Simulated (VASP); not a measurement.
Write the native input for VASP 6.6.1 that does the following.

- Task: single point
- Functional: PBE
- Potentials or basis: VASP PAW PBE potentials, release 64 (Pt, C, O)
- Cutoff: 520 eV
- k mesh: 6 × 6 × 1
- Occupations: gaussian, width 0.1 eV
- Spin: no spin polarisation
- Dipole correction: yes
- Further INCAR settings: ALGO = Normal; EDIFF = 1e-07; NBANDS = 78

The structure of Pt12CO lies in POSCAR:

```
Pt12CO
1.0
    5.6143281343      0.0000000000      0.0000000000
   -2.8071640672      4.8621507895      0.0000000000
    0.0000000000      0.0000000000     21.2692653717
Pt C O
12 1 1
Direct
    0.3333333333      0.1666666667      0.1880647935
    0.3333333333      0.6666666667      0.1880647935
    0.8333333333      0.1666666667      0.1880647935
    0.8333333333      0.6666666667      0.1880647935
    0.1666666667      0.3333333333      0.2966582686
    0.1666666667      0.8333333333      0.2966582686
    0.6666666667      0.3333333333      0.2966582686
    0.6666666667      0.8333333333      0.2966582686
    0.0000000000      0.0000000000      0.4052450906
    0.0000000000      0.5000000000      0.4052450906
    0.5000000000      0.0000000000      0.4052450906
    0.5000000000      0.5000000000      0.4052450906
    0.0000000000      0.0000000000      0.4922938563
    0.0000000000      0.0000000000      0.5463598837
```

These files were run (other wordings do the same):

INCAR

```
  PREC = Accurate
  ENCUT = 520
  EDIFF = 1E-7
  ISMEAR = 0
  SIGMA = 0.1
  LREAL = F
  LASPH = T
  NELM = 80
  ALGO = Normal
  ISIF = 2
  LWAVE = F
  LCHARG = F
  LDIPOL = T
  IDIPOL = 3
  DIPOL = 0.5 0.5 0.328
  GGA = PE
  NBANDS = 78
```

KPOINTS

```
regular mesh
0
Gamma
  6 6 1
```

Potentials or basis: VASP PAW PBE potentials, release 64 (Pt, C, O).

Launch:

```console
$ cat potpaw_PBE.64/Pt/POTCAR potpaw_PBE.64/C/POTCAR potpaw_PBE.64/O/POTCAR > POTCAR
$ mpirun -np 1 vasp_std > vasp.out
```

Results of the run:

```yaml
Largest_force: 0.876 eV/Å
Band_gap_on_the_k_mesh: zero (bands 65 and 66 overlap by 0.84 eV)
```

Caveat: spin-orbit coupling is left out, which moves the levels of the heavy elements.

Run time: 16 min on 1 thread of Oxide Virtual Turin-like Processor (shared host), peak memory 0.71 GiB.
